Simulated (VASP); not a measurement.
A run of VASP 6.6.1 is set up as follows.

Contents of INCAR:

```
PREC = Accurate ; ENCUT = 500
EDIFF = 1E-6 ; ISMEAR = 0
SIGMA = 0.05 ; LREAL = False
LASPH = True ; NELM = 120
ALGO = Normal ; ISIF = 2
LWAVE = False ; LCHARG = False
NBANDS = 15 ; GGA_COMPAT = False
```

KPOINTS

```
regular mesh
0
Gamma
  6 6 6
```

POSCAR

```
RbCl
1.0
    0.0000000000      3.2412600000      3.2412600000
    3.2740000000     -0.0327400000      3.2740000000
    3.2740000000      3.2740000000     -0.0327400000
Rb Cl
1 1
Direct
    0.0000000000      0.0000000000      0.0000000000
    0.5000000000      0.5000000000      0.5000000000
```

Potentials or basis: VASP PAW LDA potentials, release 64 (Rb_sv, Cl).

Command:

```bash
$ cat potpaw_LDA.64/Rb_sv/POTCAR potpaw_LDA.64/Cl/POTCAR > POTCAR
$ mpirun -np 1 vasp_std > vasp.out
```

Estimate the band gap on the k mesh.

4.59 eV.

Predict the pressure.

-1.4 GPa.

Stress tensor (GPa, compression positive):
```
-1.40  0.00  0.00
 0.00 -1.39  0.12
 0.00  0.12 -1.39
```

Caveat: the cell differs from its parent crystal (strain -0.0200 x Voigt [0, 0, 0, 1, 0, 0]).
